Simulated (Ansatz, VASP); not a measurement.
Two plane-wave programs on Zr

Contents of INCAR:

```
PREC     = Accurate       # precision mode
ENCUT    = 520            # plane-wave cutoff, eV
EDIFF    = 1E-7           # SCF threshold, eV
ISMEAR   = -1             # smearing method
SIGMA    = 0.05           # smearing width, eV
LREAL    = F              # projectors in reciprocal space
LASPH    = T              # aspherical terms in the spheres
NELM     = 100            # most SCF steps
ALGO     = Normal         # electronic algorithm
ISIF     = 2              # what is computed and relaxed
LWAVE    = F              # write WAVECAR
LCHARG   = F              # write CHGCAR
GGA      = PE             # functional
NBANDS   = 19             # bands
```

File KPOINTS:

```
regular mesh
0
Gamma
  15 15 8
```

The input POSCAR:

```
Zr
1.0
    2.8958378304      0.0000000000      0.0000000000
   -1.4479189152      2.5078691264      0.0000000000
    0.0000000000      0.0000000000      4.8944655075
Zr
2
Direct
    0.3333333333      0.6666666667      0.2500000000
    0.6666666667      0.3333333333      0.7500000000
```

Input for Ansatz:

```yaml
crystal:
  lattice:
    - [2.8958378304, 0.0, 0.0]
    - [-1.4479189152, 2.5078691264, 0.0]
    - [0.0, 0.0, 4.8944655075]
  atoms:
    - { symbol: Zr, position: [0.3333333333, 0.6666666667, 0.25] }
    - { symbol: Zr, position: [0.6666666667, 0.3333333333, 0.75] }
kpoints:
  mp_grid: { grid: [15, 15, 8] }
scf:
  occupations: { method: fermi_dirac, width: 0.05 }
hamiltonian:
  xc: pbe
  pseudopotentials: { kind: paw }
output:
  forces: true
  stress: true
  eigenvalues: true
  populations: true
```

Change from the starting cell: volume scaled by 0.76, PAW files.

Alike in both runs: task single point; functional PBE; k mesh 15 × 15 × 8; occupations fermi-dirac, width 0.05 eV; no spin polarisation.

|  | VASP | Ansatz |
| --- | --- | --- |
| version | VASP 6.6.1 | Ansatz 0.2.0 |
| potentials or method | VASP PAW PBE potentials, release 64 (Zr_sv) | PAW with Ansatz's default frozen-core files, scalar-relativistic |
| plane-wave cutoff (eV) | 520 | 420 |
| valence electrons in the cell | 24 | 24 |

|  | VASP | Ansatz | Ansatz less VASP |
| --- | --- | --- | --- |
| pressure (GPa) | 38.7 | 38.6 | -0.09 |
| traceless stress, the component that is largest in VASP (GPa) | -0.08 | 0.00 | +0.075 |

Both programs put the cell under a high pressure, so it lies far from rest at this level. The functional is the same, so the differences come from potentials, cutoffs and numerics.
